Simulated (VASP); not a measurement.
# Ti2Si4W (I4/mmm) in VASP: single point with PBE

Aim: the single point of Ti2Si4W with PBE.

Program: VASP 6.6.1. These are calculated values, not measurements. Logs are shortened: lines on timing, memory, paths and dates and some standing lists are left out, and cuts for length are marked.

**1. The cell of the first run**

The structure is tetragonal, space group I4/mmm (No. 139). The conventional cell has a = 6.235 Å, b = 6.235 Å, c = 5.095 Å, α = 90.00°, β = 90.00°, γ = 90.00°. W (site symmetry 4/mmm) has 12 Si at 2.67 to 3.08 Å and 8 Ti at 3.37 Å within 3.5 Å. Si (site symmetry m2m) has 4 Si at 2.46 to 2.71 Å and 4 Ti at 2.59 Å and 3 W at 2.67 to 3.08 Å within 3.2 Å. Ti (site symmetry -4m2) has 2 Ti at 2.55 Å and 8 Si at 2.59 Å and 4 W at 3.37 Å within 3.4 Å.

**2. Single point, PBE**

POSCAR reads:

```
Ti2Si4W
1.0
   -3.1176660000      3.1176660000      2.5472710000
    3.1176660000     -3.1176660000      2.5472710000
    3.1176660000      3.1176660000     -2.5472710000
W Si Ti
1 4 2
Direct
    0.0000000000      0.0000000000      0.0000000000
    0.3030000000      0.3030000000      0.6060000000
    0.3030000000      0.6970000000      0.0000000000
    0.6970000000      0.6970000000      0.3940000000
    0.6970000000      0.3030000000      0.0000000000
    0.7500000000      0.2500000000      0.5000000000
    0.2500000000      0.7500000000      0.5000000000
```

INCAR.step1 reads:

```
SYSTEM = Ti2Si4W
ALGO = Normal
EDIFF = 1E-6
ENCUT = 520
GGA = PE
ISIF = 2
ISMEAR = 1
LASPH = .True.
LCHARG = .True.
LMAXMIX = 4
LREAL = .False.
LWAVE = .False.
NBANDS = 36
NELM = 60
PREC = Accurate
SIGMA = 0.2306
```

KPOINTS.step1 reads:

```
k-points
0
Gamma
  9 9 9
  0 0 0
```

INCAR.step2 reads:

```
SYSTEM = Ti2Si4W
ALGO = Normal
EDIFF = 1E-6
ENCUT = 520
GGA = PE
ICHARG = 11
ISIF = 2
ISMEAR = -5
LASPH = .True.
LCHARG = .False.
LMAXMIX = 4
LORBIT = 11
LREAL = .False.
LWAVE = .False.
NEDOS = 1001
NELM = 60
PREC = Accurate
SIGMA = 0.2306
```

KPOINTS.step2 reads:

```
k-points
0
Gamma
  14 14 14
  0 0 0
```

Potentials or basis: VASP PAW PBE potentials, release 64 (W_sv, Si, Ti_sv).

Command:

```sh
$ cat potpaw_PBE.64/W_sv/POTCAR potpaw_PBE.64/Si/POTCAR potpaw_PBE.64/Ti_sv/POTCAR > POTCAR
$ cp INCAR.step1 INCAR
$ cp KPOINTS.step1 KPOINTS
$ mpirun -np 1 vasp_std > vasp.out
$ cp INCAR.step2 INCAR
$ cp KPOINTS.step2 KPOINTS
$ mpirun -np 1 vasp_std > vasp.out
```

OUTCAR:

```text
SYSTEM = Ti2Si4W
   EDIFF = 1E-6
   ENCUT = 520
   GGA = PE
   ICHARG = 11
   ISIF = 2
   ISMEAR = -5
   LASPH = .True.
   LORBIT = 11
   LREAL = .False.
   NELM = 60
   PREC = Accurate

 ion  position               nearest neighbor table
   1  0.000  0.000  0.000-   3 2.67   5 2.67   2 2.67   4 2.67   2 3.08   4 3.08   4 3.08   2 3.08
                             3 3.08   5 3.08   3 3.08   5 3.08
   2  0.303  0.303  0.606-   3 2.46   5 2.46   7 2.59   6 2.59   6 2.59   7 2.59   1 2.67   4 2.71
                             4 2.71   1 3.08   1 3.08
   3  0.303  0.697  0.000-   2 2.46   4 2.46   6 2.59   7 2.59   7 2.59   6 2.59   1 2.67   5 2.71
                             5 2.71   1 3.08   1 3.08
   4  0.697  0.697  0.394-   3 2.46   5 2.46   7 2.59   6 2.59   6 2.59   7 2.59   1 2.67   2 2.71
                             2 2.71   1 3.08   1 3.08
   5  0.697  0.303  0.000-   2 2.46   4 2.46   7 2.59   6 2.59   6 2.59   7 2.59   1 2.67   3 2.71
                             3 2.71   1 3.08   1 3.08
   6  0.750  0.250  0.500-   7 2.55   7 2.55   4 2.59   2 2.59   5 2.59   5 2.59   3 2.59   3 2.59
                             2 2.59   4 2.59
   7  0.250  0.750  0.500-   6 2.55   6 2.55   4 2.59   2 2.59   3 2.59   3 2.59   5 2.59   5 2.59
                             4 2.59   2 2.59

  LATTYP: Found a body centered tetragonal cell.
 ALAT       =     6.2353320000
 C/A-ratio  =     0.8170442248

  Lattice vectors:

 A1 = (  -3.1176660000,   3.1176660000,   2.5472710000)
 A2 = (   3.1176660000,  -3.1176660000,   2.5472710000)
 A3 = (   3.1176660000,   3.1176660000,  -2.5472710000)

Analysis of symmetry for initial positions (statically):
=====================================================================
 Subroutine PRICEL returns:
 Original cell was already a primitive cell.

 Routine SETGRP: Setting up the symmetry group for a
 body centered tetragonal supercell.

 Subroutine GETGRP returns: Found 16 space group operations
 (whereof 16 operations were pure point group operations)
 out of a pool of 16 trial point group operations.

The static configuration has the point symmetry D_4h.

Analysis of symmetry for dynamics (positions and initial velocities):
=====================================================================
 Subroutine PRICEL returns:
 Original cell was already a primitive cell.

 Routine SETGRP: Setting up the symmetry group for a
 body centered tetragonal supercell.

 Subroutine GETGRP returns: Found 16 space group operations
 (whereof 16 operations were pure point group operations)
 out of a pool of 16 trial point group operations.

The dynamic configuration has the point symmetry D_4h.

 Subroutine INISYM returns: Found 16 space group operations
 (whereof 16 operations are pure point group operations),
 and found     1 'primitive' translations

----------------------------------------------------------------------------------------

                                     Primitive cell

  volume of cell :      99.0363

  direct lattice vectors                    reciprocal lattice vectors
    -3.117666000  3.117666000  2.547271000     0.000000000  0.160376384  0.196288499
     3.117666000 -3.117666000  2.547271000     0.160376384  0.000000000  0.196288499
     3.117666000  3.117666000 -2.547271000     0.160376384  0.160376384  0.000000000

  length of vectors
     5.091981159  5.091981159  5.091981159     0.253475362  0.253475362  0.226806458

  position of ions in fractional coordinates (direct lattice)
     0.000000000  0.000000000  0.000000000
     0.303000000  0.303000000  0.606000000
     0.303000000  0.697000000  0.000000000
     0.697000000  0.697000000  0.394000000
     0.697000000  0.303000000  0.000000000
     0.750000000  0.250000000  0.500000000
     0.250000000  0.750000000  0.500000000

  ion indices of the primitive-cell ions
   primitive index   ion index
                 1           1
                 2           2
                 3           3
                 4           4
                 5           5
                 6           6
                 7           7

----------------------------------------------------------------------------------------

 KPOINTS: k-points

Automatic generation of k-mesh.
 Grid dimensions read from file:
 generate k-points for:   14   14   14

 Generating k-lattice:

  Cartesian coordinates                     Fractional coordinates (reciprocal lattice)
     0.000000000  0.011455456  0.014020607     0.071428571  0.000000000  0.000000000
     0.011455456  0.000000000  0.014020607     0.000000000  0.071428571  0.000000000
     0.011455456  0.011455456  0.000000000     0.000000000  0.000000000  0.071428571

  Length of vectors
     0.018105383  0.018105383  0.016200461

  Shift w.r.t. Gamma in fractional coordinates (k-lattice)
     0.000000000  0.000000000  0.000000000

 TETIRR: Found   6594 inequivalent tetrahedra from    16464

 Subroutine IBZKPT returns following result:
 ===========================================

 Found    244 irreducible k-points:

 Following reciprocal coordinates:
            Coordinates               Weight
  0.000000  0.000000  0.000000      1.000000
  0.071429  0.000000 -0.000000      8.000000
  0.142857  0.000000  0.000000      8.000000
  0.214286  0.000000 -0.000000      8.000000
  0.285714  0.000000  0.000000      8.000000
  0.357143 -0.000000  0.000000      8.000000
[... 16 lines left out ...]
  0.214286  0.142857  0.000000     16.000000
  0.285714  0.142857  0.000000     16.000000
 [... further k-points ...]
   k-points           NKPTS =    244   k-points in BZ     NKDIM =    244   number of bands    NBANDS=     32
   number of dos      NEDOS =   1001   number of ions     NIONS =      7
   total plane-waves  NPLWV =  64000
   dimension x,y,z NGX =    40 NGY =   40 NGZ =   40
   dimension x,y,z NGXF=    80 NGYF=   80 NGZF=   80
   ions per type =               1   4   2
   NGX,Y,Z   is equivalent  to a cutoff of  13.06, 13.06, 13.06 a.u.
   NGXF,Y,Z  is equivalent  to a cutoff of  26.12, 26.12, 26.12 a.u.
 SYSTEM =  Ti2Si4W
   PREC   = accura    normal or accurate (medium, high low for compatibility)
   ISTART =      0    job   : 0-new  1-cont  2-samecut
   ICHARG =     11    charge: 1-file 2-atom 10-const
   ISPIN  =      1    spin polarized calculation?
   LNONCOLLINEAR =      F non collinear calculations
   LSORBIT =      F    spin-orbit coupling
   LASPH  =      T    aspherical Exc in radial PAW
   ENCUT  =  520.0 eV  38.22 Ry    6.18 a.u.   9.47  9.47  9.47*2*pi/ulx,y,z
   NELM   =     60;   NELMIN=  2; NELMDL=  0     # of ELM steps
   EDIFF  = 0.1E-05   stopping-criterion for ELM
   LREAL  =      F    real-space projection
   EDIFFG = 0.1E-04   stopping-criterion for IOM
   NSW    =      0    number of steps for IOM
   IBRION =     -1    ionic relax: 0-MD 1-quasi-New 2-CG
   NFREE  =      0    steps in history (QN), initial steepest desc. (CG)
   ISIF   =      2    stress and relaxation
   ISYM   =      2    0-nonsym 1-usesym 2-fastsym
   POTIM  = 0.5000    time-step for ionic-motion
   TEBEG  =    0.0;   TEEND  =   0.0 temperature during run
   PSTRESS=    0.0 pullay stress
   NELECT =      54.0000    total number of electrons
   NUPDOWN=      -1.0000    fix difference up-down
   EMIN   =  10.00;   EMAX   =-10.00  energy-range for DOS
   EFERMI =   0.00;   METHOD = LEGACY
   ISMEAR =    -5;   SIGMA  =   0.23  broadening in eV -4-tet -1-fermi 0-gaus
   EFERMI_NEDOS =   21; number of points for ismear=-14 and -15
   IALGO  =     38    algorithm
   IMIX   =      4    mixing-type and parameters
     AMIX     =   0.40;   BMIX     =  1.00
     AMIX_MAG =   1.60;   BMIX_MAG =  1.00
  volume/ion in A,a.u.               =      14.15        95.48
  Fermi-wavevector in a.u.,A,eV,Ry     =   1.337441  2.527397 24.337401  1.788749
  Thomas-Fermi vector in A             =   2.465989
   LORBIT       =     11    0 simple, 1 ext, 2 COOP (PROOUT), +10 PAW based schemes
   GGA     = PE    functional components
   LHFCALC =     F    Hartree Fock is set to
   AEXX    =    0.0000 exact exchange contribution
   IVDW    =     0    specifies the selected vdW correction
   LEPSILON=     F    determine dielectric tensor
   LRPA    =     F    only Hartree local field effects (RPA)
 non-spin polarized calculation
 Fermi weights with tetrahedron method with Bloechl corrections
  energy-cutoff  :      520.00
  volume of cell :       99.04
 maximum number of plane-waves:      2702
 NGX is ok and might be reduce to    40

 number of electron      53.9999998 magnetization

 Free energy of the ion-electron system (eV)
  ---------------------------------------------------
  ext. energy  EPLUGINS =         0.00000000
  ---------------------------------------------------
  free energy    TOTEN  =       -51.35898175 eV

  energy without entropy =      -51.35898175  energy(sigma->0) =      -51.35898175

 E-fermi :  11.2441     XC(G=0): -12.0503

 val. band max:       11.2714411013   @ k =   0.2857   0.0000   0.0000
 cond. band min:      11.1906943088   @ k =   0.2857   0.2857   0.2143
 fundamental gap:     -0.0807467925
 Fermi energy:        11.2440790998

 k-point     1 :       0.0000    0.0000    0.0000
  band No.  band energies     occupation
      1     -63.4163      2.00000
      2     -45.3653      2.00000
      3     -45.1831      2.00000
      4     -27.6635      2.00000
      5     -27.5604      2.00000
      6     -27.5604      2.00000
[... 24 lines left out ...]
     31      12.4604      0.00000
     32      13.0471      0.00000
[... 774 lines left out ...]
      2     -45.2954      2.00000
      3     -45.2548      2.00000
      4     -27.6646      2.00000
      5     -27.5609      2.00000
      6     -27.5607      2.00000
[... 24 lines left out ...]
     31      12.2442      0.00000
     32      12.7393      0.00000

 [... further k-points ...]

------------------------ aborting loop because EDIFF is reached ----------------------------------------

  FORCE on cell =-STRESS in cart. coord.  units (eV):
  Direction    XX          YY          ZZ          XY          YZ          ZX
  --------------------------------------------------------------------------------------
  -------------------------------------------------------------------------------------
  Total       -0.3440157     -0.3440157     -0.6097328      0.0000000      0.0000000     -0.0000000
  in kB       -5.5653766     -5.5653766     -9.8640621      0.0000000      0.0000000     -0.0000000
  external PRESSURE =      -6.9982718 kB  Pullay stress =       0.0000000 kB

 VOLUME and BASIS-vectors are now :
 -----------------------------------------------------------------------------
  energy-cutoff  :      520.00
  volume of cell :       99.04
      direct lattice vectors                 reciprocal lattice vectors
    -3.117666000  3.117666000  2.547271000     0.000000000  0.160376384  0.196288499
     3.117666000 -3.117666000  2.547271000     0.160376384  0.000000000  0.196288499
     3.117666000  3.117666000 -2.547271000     0.160376384  0.160376384  0.000000000

 POSITION                                       TOTAL-FORCE (eV/Angst)
 -----------------------------------------------------------------------------------
      0.00000      0.00000      0.00000        -0.000000     -0.000000      0.000000
      1.88931      1.88931     -0.00000        -0.467565     -0.467565      0.000000
      1.22836     -1.22836      2.54727         0.467565     -0.467565     -0.000000
      1.22836      1.22836      2.54727         0.467565      0.467565     -0.000000
     -1.22836      1.22836      2.54727        -0.467565      0.467565      0.000000
      0.00000      3.11767      1.27364         0.000000      0.000000      0.000000
      3.11767      0.00000      1.27364         0.000000      0.000000      0.000000
 -----------------------------------------------------------------------------------
    total drift:                               -0.000000      0.000000      0.000000

  FREE ENERGIE OF THE ION-ELECTRON SYSTEM (eV)
  ---------------------------------------------------
  free  energy   TOTEN  =       -51.3589817463 eV

  energy  without entropy=      -51.3589817463  energy(sigma->0) =      -51.35898175

 total charge

# of ion       s       p       d       tot
------------------------------------------
    1        2.257   6.174   3.379  11.810
    2        0.742   0.885   0.000   1.627
    3        0.742   0.885   0.000   1.627
    4        0.742   0.885   0.000   1.627
    5        0.742   0.885   0.000   1.627
    6        2.198   6.161   2.226  10.585
    7        2.198   6.161   2.226  10.585
--------------------------------------------------
tot          9.621  22.036   7.832  39.489
```

Wall time 24 min (1 thread of Oxide Virtual Turin-like, shared host); peak memory 0.73 GiB.

What came out:

| Item | Value |
| --- | --- |
| Valence electrons inside the program's atomic spheres | W 11.81; Si 1.63; Ti 10.59 |

Levels at points of the mesh, in eV from the Fermi level:
| k point | band 23 | band 24 | band 25 | band 26 | band 27 | band 28 | band 29 | band 30 | band 31 | band 32 |
| --- | --- | --- | --- | --- | --- | --- | --- | --- | --- | --- |
| (0.00, 0.00, 0.00) | -2.64 | -2.54 | -2.16 | -0.25 | 0.22 | 0.61 | 1.06 | 1.22 | 1.22 | 1.80 |
| (0.50, 0.00, 0.00) | -1.98 | -1.60 | -1.29 | -0.83 | 0.08 | 0.21 | 0.33 | 0.93 | 1.14 | 1.55 |
| (0.50, 0.50, 0.00) | -3.07 | -2.50 | -1.46 | -0.96 | 0.05 | 0.40 | 1.20 | 1.78 | 1.81 | 1.89 |
| (0.50, 0.50, 0.50) | -2.13 | -2.13 | -1.58 | -1.20 | -0.65 | 0.22 | 0.58 | 0.84 | 1.15 | 1.15 |

Caveat: spin-orbit coupling is left out, which moves the levels of the heavy elements.
